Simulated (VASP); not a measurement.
# Sn: single point with LDA

The system is Sn.

```
CELL_PARAMETERS angstrom
0.00000 3.23334 3.23334
3.23334 0.00000 3.23334
3.23334 3.23334 0.00000
ATOMIC_POSITIONS crystal
Sn 0.00000 0.00000 0.00000
Sn 0.25000 0.25000 0.25000
```

| Item | Value |
| --- | --- |
| Program | VASP 6.6.1 |
| Task | single point |
| Functional | LDA |
| Potentials or basis | VASP PAW LDA potentials, release 64 (Sn_d) |
| Cutoff | 500 eV |
| k mesh | 5 × 5 × 5 |
| Occupations | fermi-dirac, width 0.15 eV |
| Spin | no spin polarisation |
| Dipole correction | no |
| Further INCAR settings | ALGO = Normal; EDIFF = 1e-06; NBANDS = 21 |

| Item | Value |
| --- | --- |
| Pressure | 0.5 GPa |
| Band gap on the k mesh | zero (band 14 reaches 5.58 eV, above the bottom of band 15 at 5.47 eV) |

Levels at points of the mesh, in eV from the Fermi level:
```csv
k point,band 11,band 12,band 13,band 14,band 15,band 16,band 17,band 18
"(0.00, 0.00, 0.00)",-10.59,-0.59,0.21,0.21,0.21,2.27,2.27,2.27
```

Run time: 14 s on 1 thread of Intel(R) Xeon(R) 6975P-C (Granite Rapids) (shared host), peak memory 0.16 GiB.

Caveat: spin-orbit coupling is left out, which moves the levels of the heavy elements.
